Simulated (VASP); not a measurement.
Set up this calculation in VASP 6.6.1, as the native input.

| Item | Value |
| --- | --- |
| Task | single point |
| Functional | PBEsol |
| Potentials or basis | VASP PAW PBE potentials, release 64 (Sc_sv) |
| Cutoff | 520 eV |
| k mesh | 17 × 17 × 17 |
| Occupations | fermi-dirac, width 0.05 eV |
| Spin | no spin polarisation |
| Dipole correction | no |
| Further INCAR settings | ALGO = Normal; EDIFF = 1e-06; NBANDS = 12 |

The structure of Sc lies in POSCAR:

```
Sc
1.0
    0.0000000000      1.9245574639      1.9245574639
    1.9245574639      0.0000000000      1.9245574639
    1.9245574639      1.9245574639      0.0000000000
Sc
1
Direct
    0.0000000000      0.0000000000      0.0000000000
```

These files were run (other wordings do the same):

INCAR

```
SYSTEM = Sc
PREC = Accurate
ENCUT = 520
EDIFF = 1E-6
ISMEAR = -1
SIGMA = 0.05
LREAL = .False.
LASPH = .True.
NELM = 60
ALGO = Normal
ISIF = 2
LWAVE = .False.
LCHARG = .False.
GGA = PS
NBANDS = 12
```

KPOINTS

```
regular mesh
0
Gamma
  17 17 17
  0 0 0
```

Potentials or basis: VASP PAW PBE potentials, release 64 (Sc_sv).

Command:

```console
$ cat potpaw_PBE.64/Sc_sv/POTCAR > POTCAR
$ mpirun -np 1 vasp_std > vasp.out
```

It gave:

```
Pressure : 58.5 GPa
```

Caveat: the PAW data sets were made with another functional, which shifts forces and pressure a little.

Run time: 18 s on 1 thread of Intel(R) Xeon(R) Platinum 8375C CPU @ 2.90GHz (Ice Lake) (shared host), peak memory 0.15 GiB.
